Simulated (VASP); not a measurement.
## MoPt: single point with PBE

The system is MoPt, a sheet with vacuum.

```
Mo Pt
1.0
     3.52448    0.00000    0.00000
     0.00000    3.52448    0.00000
     0.00000    0.00000   23.80000
Mo Pt
1 1
Direct
  0.50000 0.50000 0.29412
  0.00000 0.00000 0.29412
```

The cell was built from a structure type or drawn by symmetry, and may not be a known phase.

* Program: VASP 6.6.1
* Task: single point
* Functional: PBE
* Potentials or basis: VASP PAW PBE potentials, release 64 (Mo_sv, Pt)
* Cutoff: 520 eV
* k mesh: 6 × 6 × 1
* Occupations: gaussian, width 0.1 eV
* Spin: no spin polarisation
* Dipole correction: yes
* Further INCAR settings: ALGO = Normal; EDIFF = 1e-06; NBANDS = 19

```json
{"Band gap on the k mesh": "zero (bands 12 and 13 overlap by 2.09 eV)"}
```

Levels at points of the mesh, in eV from the Fermi level:
```tsv
k point	band 7	band 8	band 9	band 10	band 11	band 12	band 13	band 14	band 15	band 16
(0.00, 0.00, 0.00)	-6.31	-3.63	-3.63	-3.22	0.38	0.45	1.01	1.01	2.14	4.57
(0.50, 0.00, 0.00)	-3.73	-3.04	-2.98	-2.83	-1.74	-1.67	-1.36	-0.32	-0.09	1.46
(0.50, 0.50, 0.00)	-4.67	-4.67	-2.87	-2.11	0.28	0.74	1.24	1.24	1.61	1.61
```

Run time: 44 s on 1 thread of AMD EPYC 9R45 96-Core Processor (Zen 5), on a shared host, peak memory 0.36 GiB.

Caveat: spin-orbit coupling is left out, which moves the levels of the heavy elements.
